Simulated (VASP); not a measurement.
Write the native input for VASP 6.6.1 that does the following.

```
Task                    : single point
Functional              : PBE
Potentials or basis     : VASP PAW PBE potentials, release 64 (Fe, Cu)
Cutoff                  : 520 eV
k mesh                  : 12 × 12 × 7
Occupations             : fermi-dirac, width 0.03 eV
Spin                    : collinear spin, ferromagnetic start
Starting moments        : [2.6, 0.0] μB
Dipole correction       : no
k mesh for the DOS      : 18 × 18 × 11
Occupations for the DOS : tetrahedron
Further INCAR settings  : ALGO = Normal; EDIFF = 1e-06
```

The system is FeCu.

```
Fe Cu
1.0
     1.43827   -1.98793    0.00000
     1.43827    1.98793    0.00000
     0.00000    0.00000    4.13814
Fe Cu
1 1
Direct
  0.00000 0.00000 0.00000
  0.50000 0.50000 0.50000
```

One way to write it, as run:

POSCAR

```
FeCu
1.0
    1.4382720000     -1.9879340000      0.0000000000
    1.4382720000      1.9879340000      0.0000000000
    0.0000000000      0.0000000000      4.1381350000
Fe Cu
1 1
Direct
    0.0000000000      0.0000000000      0.0000000000
    0.5000000000      0.5000000000      0.5000000000
```

INCAR.step1

```
ALGO = Normal
EDIFF = 1E-6
ENCUT = 520
GGA = PE
ISIF = 2
ISMEAR = -1
ISPIN = 2
LASPH = True
LCHARG = True
LMAXMIX = 4
LREAL = False
LWAVE = False
MAGMOM = 2.6 0
NBANDS = 20
NELM = 150
PREC = Accurate
SIGMA = 0.03
```

KPOINTS.step1

```
k-points
0
Gamma
  12 12 7
```

INCAR.step2

```
ALGO = Normal
EDIFF = 1E-6
ENCUT = 520
GGA = PE
ICHARG = 11
ISIF = 2
ISMEAR = -5
ISPIN = 2
LASPH = True
LCHARG = False
LMAXMIX = 4
LORBIT = 10
LREAL = False
LWAVE = False
MAGMOM = 2.6 0
NEDOS = 1001
NELM = 150
PREC = Accurate
SIGMA = 0.03
```

KPOINTS.step2

```
k-points
0
Gamma
  18 18 11
```

Potentials or basis: VASP PAW PBE potentials, release 64 (Fe, Cu).

Launch:

```sh
$ cat potpaw_PBE.64/Fe/POTCAR potpaw_PBE.64/Cu/POTCAR > POTCAR
$ cp INCAR.step1 INCAR
$ cp KPOINTS.step1 KPOINTS
$ mpirun -np 1 vasp_std > vasp.out
$ cp INCAR.step2 INCAR
$ cp KPOINTS.step2 KPOINTS
$ mpirun -np 1 vasp_std > vasp.out
```

It gave:

```json
{
 "Net moment": "2.61 μB per cell",
 "Site moments": "Fe +2.54; Cu +0.06 μB",
 "Valence electrons inside the program's atomic spheres": "Fe 7.12; Cu 10.05"
}
```

Wall time 110 s on 1 thread of Intel(R) Xeon(R) 6975P-C (Granite Rapids), on a shared host, peak memory 0.41 GiB.
